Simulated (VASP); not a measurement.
# HgTe (Coloradoite) (F-43m) in VASP: further runs

Runs on HgTe (Coloradoite). Level: PBE. Tasks: single point.

All numbers are computed with VASP 6.6.1; they aren't measurements. Logs are shortened: lines on timing, memory, paths and dates and some standing lists are left out, and cuts for length are marked.

### Step 1. The cell of the first run

The structure is cubic, space group F-43m (No. 216). Conventional cell: a = 6.429 Å, b = 6.429 Å, c = 6.429 Å, α = 90.00°, β = 90.00°, γ = 90.00°. Within 3.7 Å of Hg (site symmetry -43m) lie 4 Te at 2.78 Å. Within 3.7 Å of Te (site symmetry -43m) lie 4 Hg at 2.78 Å.

### Step 2. Single point, PBE

Input file INCAR:

```
PREC = Accurate
ENCUT = 520
EDIFF = 1E-6
ISMEAR = -1
SIGMA = 0.05
LREAL = False
LASPH = True
NELM = 60
ALGO = Normal
ISIF = 2
LWAVE = False
LCHARG = False
GGA = PE
NBANDS = 16
```

Input file KPOINTS:

```
Automatic mesh
0
Gamma
  2 2 2
```

Input file POSCAR:

```
HgTe
1.0
    4.5459890000      0.0000000000      0.0000000000
    2.2729945000      3.9369419593      0.0000000000
    2.2729945000      1.3123139864      3.7117844754
Hg Te
1 1
Direct
    0.0000000000      0.0000000000      0.0000000000
    0.2500000000      0.2500000000      0.2500000000
```

Potentials or basis: VASP PAW PBE potentials, release 64 (Hg, Te).

The run is started by

```console
$ cat potpaw_PBE.64/Hg/POTCAR potpaw_PBE.64/Te/POTCAR > POTCAR
$ mpirun -np 1 vasp_std > vasp.out
```

OUTCAR:

```text
PREC = Accurate
   ENCUT = 520
   EDIFF = 1E-6
   ISMEAR = -1
   LREAL = False
   LASPH = True
   NELM = 60
   ISIF = 2
   GGA = PE

 ion  position               nearest neighbor table
   1  0.000  0.000  0.000-   2 2.78   2 2.78   2 2.78   2 2.78
   2  0.250  0.250  0.250-   1 2.78   1 2.78   1 2.78   1 2.78

  LATTYP: Found a face centered cubic cell.
 ALAT       =     6.4289992982

  Lattice vectors:

 A1 = (   4.5459890000,   0.0000000000,   0.0000000000)
 A2 = (   2.2729945000,   3.9369419593,   0.0000000000)
 A3 = (   2.2729945000,   1.3123139864,   3.7117844754)

Analysis of symmetry for initial positions (statically):
=====================================================================
 Subroutine PRICEL returns:
 Original cell was already a primitive cell.

 Routine SETGRP: Setting up the symmetry group for a
 face centered cubic supercell.

 Subroutine GETGRP returns: Found 24 space group operations
 (whereof 24 operations were pure point group operations)
 out of a pool of 48 trial point group operations.

The static configuration has the point symmetry T_d .

Analysis of symmetry for dynamics (positions and initial velocities):
=====================================================================
 Subroutine PRICEL returns:
 Original cell was already a primitive cell.

 Routine SETGRP: Setting up the symmetry group for a
 face centered cubic supercell.

 Subroutine GETGRP returns: Found 24 space group operations
 (whereof 24 operations were pure point group operations)
 out of a pool of 48 trial point group operations.

The dynamic configuration has the point symmetry T_d .

 Subroutine INISYM returns: Found 24 space group operations
 (whereof 24 operations are pure point group operations),
 and found     1 'primitive' translations

----------------------------------------------------------------------------------------

                                     Primitive cell

  volume of cell :      66.4309

  direct lattice vectors                    reciprocal lattice vectors
     4.545989000  0.000000000  0.000000000     0.219974135 -0.127002126 -0.089804065
     2.272994500  3.936941959  0.000000000     0.000000000  0.254004253 -0.089804065
     2.272994500  1.312313986  3.711784475     0.000000000  0.000000000  0.269412194

  length of vectors
     4.545989000  4.545989000  4.545989000     0.269412194  0.269412194  0.269412194

  position of ions in fractional coordinates (direct lattice)
     0.000000000  0.000000000  0.000000000
     0.250000000  0.250000000  0.250000000

  ion indices of the primitive-cell ions
   primitive index   ion index
                 1           1
                 2           2

----------------------------------------------------------------------------------------

 KPOINTS: Automatic mesh

Automatic generation of k-mesh.
 Grid dimensions read from file:
 generate k-points for:    2    2    2

 Generating k-lattice:

  Cartesian coordinates                     Fractional coordinates (reciprocal lattice)
     0.109987068 -0.063501063 -0.044902032     0.500000000  0.000000000  0.000000000
     0.000000000  0.127002126 -0.044902032     0.000000000  0.500000000  0.000000000
     0.000000000  0.000000000  0.134706097     0.000000000  0.000000000  0.500000000

  Length of vectors
     0.134706097  0.134706097  0.134706097

  Shift w.r.t. Gamma in fractional coordinates (k-lattice)
     0.000000000  0.000000000  0.000000000

 Subroutine IBZKPT returns following result:
 ===========================================

 Found      3 irreducible k-points:

 Following reciprocal coordinates:
            Coordinates               Weight
  0.000000  0.000000  0.000000      1.000000
  0.500000  0.000000  0.000000      4.000000
  0.500000  0.500000  0.000000      3.000000
   k-points           NKPTS =      3   k-points in BZ     NKDIM =      3   number of bands    NBANDS=     16
   number of dos      NEDOS =    301   number of ions     NIONS =      2
   total plane-waves  NPLWV =  46656
   dimension x,y,z NGX =    36 NGY =   36 NGZ =   36
   dimension x,y,z NGXF=    72 NGYF=   72 NGZF=   72
   ions per type =               1   1
   NGX,Y,Z   is equivalent  to a cutoff of  13.17, 13.17, 13.17 a.u.
   NGXF,Y,Z  is equivalent  to a cutoff of  26.33, 26.33, 26.33 a.u.
 SYSTEM =  unknown system
   PREC   = accura    normal or accurate (medium, high low for compatibility)
   ISTART =      0    job   : 0-new  1-cont  2-samecut
   ICHARG =      2    charge: 1-file 2-atom 10-const
   ISPIN  =      1    spin polarized calculation?
   LNONCOLLINEAR =      F non collinear calculations
   LSORBIT =      F    spin-orbit coupling
   LASPH  =      T    aspherical Exc in radial PAW
   ENCUT  =  520.0 eV  38.22 Ry    6.18 a.u.   8.45  8.45  8.45*2*pi/ulx,y,z
   NELM   =     60;   NELMIN=  2; NELMDL= -5     # of ELM steps
   EDIFF  = 0.1E-05   stopping-criterion for ELM
   LREAL  =      F    real-space projection
   EDIFFG = 0.1E-04   stopping-criterion for IOM
   NSW    =      0    number of steps for IOM
   IBRION =     -1    ionic relax: 0-MD 1-quasi-New 2-CG
   NFREE  =      0    steps in history (QN), initial steepest desc. (CG)
   ISIF   =      2    stress and relaxation
   ISYM   =      2    0-nonsym 1-usesym 2-fastsym
   POTIM  = 0.5000    time-step for ionic-motion
   TEBEG  =    0.0;   TEEND  =   0.0 temperature during run
   PSTRESS=    0.0 pullay stress
   NELECT =      18.0000    total number of electrons
   NUPDOWN=      -1.0000    fix difference up-down
   EMIN   =  10.00;   EMAX   =-10.00  energy-range for DOS
   EFERMI =   0.00;   METHOD = LEGACY
   ISMEAR =    -1;   SIGMA  =   0.05  broadening in eV -4-tet -1-fermi 0-gaus
   EFERMI_NEDOS =   21; number of points for ismear=-14 and -15
   IALGO  =     38    algorithm
   IMIX   =      4    mixing-type and parameters
     AMIX     =   0.40;   BMIX     =  1.00
     AMIX_MAG =   1.60;   BMIX_MAG =  1.00
  volume/ion in A,a.u.               =      33.22       224.15
  Fermi-wavevector in a.u.,A,eV,Ry     =   1.059357  2.001894 15.268961  1.122237
  Thomas-Fermi vector in A             =   2.194699
   LORBIT       =      0    0 simple, 1 ext, 2 COOP (PROOUT), +10 PAW based schemes
   GGA     = PE    functional components
[... 5 lines left out ...]
 non-spin polarized calculation
  energy-cutoff  :      520.00
  volume of cell :       66.43
 maximum number of plane-waves:      1807
 NGX is ok and might be reduce to    36
   NGX = 17   NGY = 17   NGZ = 17

 number of electron      18.0000000 magnetization

 Free energy of the ion-electron system (eV)
  ---------------------------------------------------
  ext. energy  EPLUGINS =         0.00000000
  ---------------------------------------------------
  free energy    TOTEN  =        -2.13678018 eV

  energy without entropy =       -2.11290614  energy(sigma->0) =       -2.12484316

 E-fermi :   3.5070     XC(G=0):  -8.6997

 val. band max:        3.4723404960   @ k =   0.0000   0.0000   0.0000
 cond. band min:       4.1005418512   @ k =   0.5000   0.0000   0.0000
 fundamental gap:      0.6282013553
 Fermi energy:         3.5069957417

 k-point     1 :       0.0000    0.0000    0.0000
  band No.  band energies     occupation
      1      -8.5897      2.00000
      2      -4.1891      2.00000
      3      -4.1891      2.00000
      4      -4.1891      2.00000
      5      -3.6763      2.00000
      6      -3.6763      2.00000
      7       2.7012      2.00000
      8       3.4723      1.33331
      9       3.4723      1.33331
     10       3.4723      1.33331
     11       7.5383      0.00000
     12       7.5383      0.00000
     13       7.5383      0.00000
     14       9.9359      0.00000
     15      12.9619      0.00000
     16      12.9619      0.00000

 k-point     2 :       0.5000    0.0000    0.0000
  band No.  band energies     occupation
      1      -7.9820      2.00000
      2      -4.0676      2.00000
      3      -4.0676      2.00000
      4      -3.6531      2.00000
      5      -3.6531      2.00000
      6      -3.3312      2.00000
      7      -2.2169      2.00000
      8       2.4316      2.00000
      9       2.4316      2.00000
     10       4.1005      0.00001
     11       8.3680      0.00000
     12       8.3680      0.00000
     13      10.2520      0.00000
     14      11.4674      0.00000
     15      13.4636      0.00000
     16      13.4636      0.00000

 k-point     3 :       0.5000    0.5000    0.0000
  band No.  band energies     occupation
      1      -7.7683      2.00000
      2      -4.0175      2.00000
      3      -3.8474      2.00000
      4      -3.8474      2.00000
      5      -3.6128      2.00000
      6      -3.1630      2.00000
      7      -2.1912      2.00000
      8       1.0927      2.00000
      9       1.0927      2.00000
     10       5.3015      0.00000
     11       5.8001      0.00000
     12      11.8261      0.00000
     13      12.3162      0.00000
     14      12.3162      0.00000
     15      13.7011      0.00000
     16      14.9486      0.00000

------------------------ aborting loop because EDIFF is reached ----------------------------------------

  FORCE on cell =-STRESS in cart. coord.  units (eV):
  Direction    XX          YY          ZZ          XY          YZ          ZX
  --------------------------------------------------------------------------------------
  -------------------------------------------------------------------------------------
  Total        4.2072544      4.2072544      4.2072544      0.0000000     -0.0000000      0.0000000
  in kB      101.4703615    101.4703615    101.4703615      0.0000000     -0.0000000      0.0000000
  external PRESSURE =     101.4703615 kB  Pullay stress =       0.0000000 kB

 VOLUME and BASIS-vectors are now :
 -----------------------------------------------------------------------------
  energy-cutoff  :      520.00
  volume of cell :       66.43
      direct lattice vectors                 reciprocal lattice vectors
     4.545989000  0.000000000  0.000000000     0.219974135 -0.127002126 -0.089804065
     2.272994500  3.936941959  0.000000000     0.000000000  0.254004253 -0.089804065
     2.272994500  1.312313986  3.711784475     0.000000000  0.000000000  0.269412194

 POSITION                                       TOTAL-FORCE (eV/Angst)
 -----------------------------------------------------------------------------------
      0.00000      0.00000      0.00000        -0.000000      0.000000      0.000000
      2.27299      1.31231      0.92795         0.000000     -0.000000     -0.000000
 -----------------------------------------------------------------------------------
    total drift:                               -0.000000     -0.000000      0.000000

  FREE ENERGIE OF THE ION-ELECTRON SYSTEM (eV)
  ---------------------------------------------------
  free  energy   TOTEN  =        -2.1367801828 eV

  energy  without entropy=       -2.1129061388  energy(sigma->0) =       -2.12484316
```

Wall time 7.4 s (1 thread of Intel Xeon 6975P-C (Granite Rapids), shared host); peak memory 0.19 GiB.

Results:

```yaml
Free_energy: -2.1368 eV
Pressure: 10.1 GPa
Band_gap_on_the_k_mesh: zero (filled and empty bands touch)
```

Caveat: the k points lie up to 0.85 Å⁻¹ apart; spin-orbit coupling is left out, which moves the levels of the heavy elements.

### Step 3. Single point, PBE

Input file INCAR:

```
SYSTEM = HgTe
ALGO = Normal
EDIFF = 1E-6
ENCUT = 520
GGA = PE
ISIF = 2
ISMEAR = -1
LASPH = .TRUE.
LCHARG = .FALSE.
LREAL = .FALSE.
LWAVE = .FALSE.
NBANDS = 16
NELM = 80
PREC = Accurate
SIGMA = 0.05
```

Input file KPOINTS:

```
k-points
0
G
  4 4 4
  0 0 0
```

POSCAR is that of step 2.

Potentials or basis: VASP PAW PBE potentials, release 64 (Hg, Te).

The run is started by

```console
$ cat potpaw_PBE.64/Hg/POTCAR potpaw_PBE.64/Te/POTCAR > POTCAR
$ mpirun -np 1 vasp_std > vasp.out
```

OUTCAR:

```text
SYSTEM = HgTe
   EDIFF = 1E-6
   ENCUT = 520
   GGA = PE
   ISIF = 2
   ISMEAR = -1
   LASPH = .TRUE.
   LREAL = .FALSE.
   NELM = 80
   PREC = Accurate

 ion  position               nearest neighbor table
   1  0.000  0.000  0.000-   2 2.78   2 2.78   2 2.78   2 2.78
   2  0.250  0.250  0.250-   1 2.78   1 2.78   1 2.78   1 2.78

  LATTYP: Found a face centered cubic cell.
 ALAT       =     6.4289992982

  Lattice vectors:

 A1 = (   4.5459890000,   0.0000000000,   0.0000000000)
[... 319 lines left out ...]
------------------------ aborting loop because EDIFF is reached ----------------------------------------

  FORCE on cell =-STRESS in cart. coord.  units (eV):
  Direction    XX          YY          ZZ          XY          YZ          ZX
  --------------------------------------------------------------------------------------
  -------------------------------------------------------------------------------------
  Total        2.1088068      2.1088068      2.1088068      0.0000000     -0.0000000     -0.0000000
  in kB       50.8601035     50.8601035     50.8601035      0.0000000     -0.0000000     -0.0000000
  external PRESSURE =      50.8601035 kB  Pullay stress =       0.0000000 kB

 VOLUME and BASIS-vectors are now :
 -----------------------------------------------------------------------------
  energy-cutoff  :      520.00
  volume of cell :       66.43
      direct lattice vectors                 reciprocal lattice vectors
     4.545989000  0.000000000  0.000000000     0.219974135 -0.127002126 -0.089804065
     2.272994500  3.936941959  0.000000000     0.000000000  0.254004253 -0.089804065
     2.272994500  1.312313986  3.711784475     0.000000000  0.000000000  0.269412194

 POSITION                                       TOTAL-FORCE (eV/Angst)
 -----------------------------------------------------------------------------------
      0.00000      0.00000      0.00000         0.000000     -0.000000      0.000000
      2.27299      1.31231      0.92795        -0.000000      0.000000     -0.000000
 -----------------------------------------------------------------------------------
    total drift:                               -0.000000     -0.000000     -0.000000

  FREE ENERGIE OF THE ION-ELECTRON SYSTEM (eV)
  ---------------------------------------------------
  free  energy   TOTEN  =        -3.4618691305 eV

  energy  without entropy=       -3.4588833892  energy(sigma->0) =       -3.46037626
```

OSZICAR:

```text
N       E                     dE             d eps       ncg     rms          rms(c)
DAV:   1     0.103333359083E+03    0.10333E+03   -0.83359E+03   256   0.991E+02
DAV:   2    -0.144031269608E+00   -0.10348E+03   -0.97218E+02   296   0.231E+02
DAV:   3    -0.365578182491E+01   -0.35118E+01   -0.35046E+01   304   0.424E+01
DAV:   4    -0.368803797099E+01   -0.32256E-01   -0.32255E-01   376   0.384E+00
DAV:   5    -0.368812194684E+01   -0.83976E-04   -0.83975E-04   320   0.179E-01    0.797E+00
DAV:   6    -0.347102411559E+01    0.21710E+00   -0.42610E-01   288   0.875E+00    0.625E+00
DAV:   7    -0.346238665946E+01    0.86375E-02   -0.11287E-01   280   0.228E+00    0.226E+00
DAV:   8    -0.346173080133E+01    0.65586E-03   -0.12301E-02   288   0.127E+00    0.580E-01
DAV:   9    -0.346180687150E+01   -0.76070E-04   -0.80016E-04   312   0.329E-01    0.143E-01
DAV:  10    -0.346184980508E+01   -0.42934E-04   -0.99852E-05   272   0.868E-02    0.500E-02
DAV:  11    -0.346187192687E+01   -0.22122E-04   -0.47228E-05   280   0.506E-02    0.425E-02
DAV:  12    -0.346186934707E+01    0.25798E-05   -0.51990E-06   296   0.200E-02    0.227E-02
DAV:  13    -0.346186913046E+01    0.21660E-06   -0.88517E-07   248   0.509E-03
   1 F= -.34618691E+01 E0= -.34603763E+01  d E =-.298574E-02
```

Run time: 9.6 s. Hardware: 1 thread of Intel Xeon 6975P-C (Granite Rapids), shared host; peak memory 0.19 GiB.

What came out:

| Item | Value |
| --- | --- |
| Free energy | -3.4619 eV |
| Pressure | 5.1 GPa |
| Band gap on the k mesh | zero (filled and empty bands touch) |

Levels at points of the mesh, in eV from the Fermi level:
| k point | band 7 | band 8 | band 9 | band 10 | band 11 | band 12 |
| --- | --- | --- | --- | --- | --- | --- |
| (0.00, 0.00, 0.00) | -0.73 | -0.03 | -0.03 | -0.03 | 4.15 | 4.15 |
| (0.50, 0.00, 0.00) | -5.65 | -1.06 | -1.06 | 0.66 | 4.96 | 4.96 |
| (0.50, 0.50, 0.00) | -5.58 | -2.38 | -2.38 | 1.85 | 2.39 | 8.26 |

Caveat: the k points lie up to 0.42 Å⁻¹ apart; spin-orbit coupling is left out, which moves the levels of the heavy elements.

### Step 4. Single point, PBE

Input file INCAR:

```
SYSTEM = HgTe
PREC = Accurate
ENCUT = 520
EDIFF = 1E-7
ISMEAR = -1
SIGMA = 0.05
LREAL = .FALSE.
LASPH = .TRUE.
NELM = 80
ALGO = Normal
ISIF = 2
LWAVE = .FALSE.
LCHARG = .FALSE.
GGA = PE
NBANDS = 16
```

Input file KPOINTS:

```
Automatic mesh
0
G
  6 6 6
  0 0 0
```

POSCAR is that of step 3.

The run is started by

```console
$ cat potpaw_PBE.64/Hg/POTCAR potpaw_PBE.64/Te/POTCAR > POTCAR
$ mpirun -np 1 vasp_std > vasp.out
```

It took 23 s on 1 thread of Intel Xeon 6975P-C (Granite Rapids), shared host; peak memory 0.2 GiB.

It converged, with:

| Quantity | Value |
| --- | --- |
| Free energy | -3.5444 eV |
| Pressure | 4.7 GPa |
| Band gap on the k mesh | zero (filled and empty bands touch) |

Levels at points of the mesh, in eV from the Fermi level:
| k point | band 5 | band 6 | band 7 | band 8 | band 9 | band 10 | band 11 | band 12 | band 13 | band 14 |
| --- | --- | --- | --- | --- | --- | --- | --- | --- | --- | --- |
| (0.00, 0.00, 0.00) | -6.94 | -6.94 | -0.72 | -0.04 | -0.04 | -0.04 | 4.16 | 4.16 | 4.16 | 6.44 |
| (0.50, 0.00, 0.00) | -6.92 | -6.63 | -5.64 | -1.06 | -1.06 | 0.67 | 4.97 | 4.97 | 6.82 | 7.91 |
| (0.50, 0.50, 0.00) | -6.88 | -6.47 | -5.57 | -2.38 | -2.38 | 1.85 | 2.41 | 8.25 | 8.89 | 8.89 |

Caveat: spin-orbit coupling is left out, which moves the levels of the heavy elements.

### Step 5. Single point, PBE

Edit INCAR of step 4 so:

```diff
@@ -3,3 +3,3 @@
 ENCUT = 520
-EDIFF = 1E-7
+EDIFF = 1E-6
 ISMEAR = -1
```

Input file KPOINTS:

```
Automatic mesh
0
G
  8 8 8
  0 0 0
```

POSCAR is that of step 4.

The run is started by

```console
$ cat potpaw_PBE.64/Hg/POTCAR potpaw_PBE.64/Te/POTCAR > POTCAR
$ mpirun -np 1 vasp_std > vasp.out
```

Wall time 34 s (1 thread of Intel Xeon 6975P-C (Granite Rapids), shared host); peak memory 0.21 GiB.

It converged, with:

```yaml
Free_energy: -3.5548 eV
Pressure: 4.6 GPa
Band_gap_on_the_k_mesh: zero (filled and empty bands touch)
```

Levels at points of the mesh, in eV from the Fermi level:
| k point | band 7 | band 8 | band 9 | band 10 | band 11 | band 12 |
| --- | --- | --- | --- | --- | --- | --- |
| (0.00, 0.00, 0.00) | -0.73 | -0.05 | -0.05 | -0.05 | 4.15 | 4.15 |
| (0.50, 0.00, 0.00) | -5.65 | -1.07 | -1.07 | 0.66 | 4.96 | 4.96 |
| (0.50, 0.50, 0.00) | -5.58 | -2.39 | -2.39 | 1.84 | 2.40 | 8.23 |

Caveat: spin-orbit coupling is left out, which moves the levels of the heavy elements.

### Step 6. Summary

```csv
k mesh,gap on the mesh (eV),pressure (GPa)
2 × 2 × 2,none,10.1
4 × 4 × 4,none,5.1
6 × 6 × 6,none,4.7
8 × 8 × 8,none,4.6
```

Alike in all rows: task single point; level PBE; potentials or basis VASP PAW PBE potentials, release 64 (Hg, Te); no spin polarisation; cell as given; cutoff (eV) 520; smearing fermi-dirac 0.05 eV.

Caveats: some runs use coarse meshes; spin-orbit coupling is left out, which moves the levels of the heavy elements.

Total energies depend on the potentials used, so only differences within one code and one set of settings carry meaning.
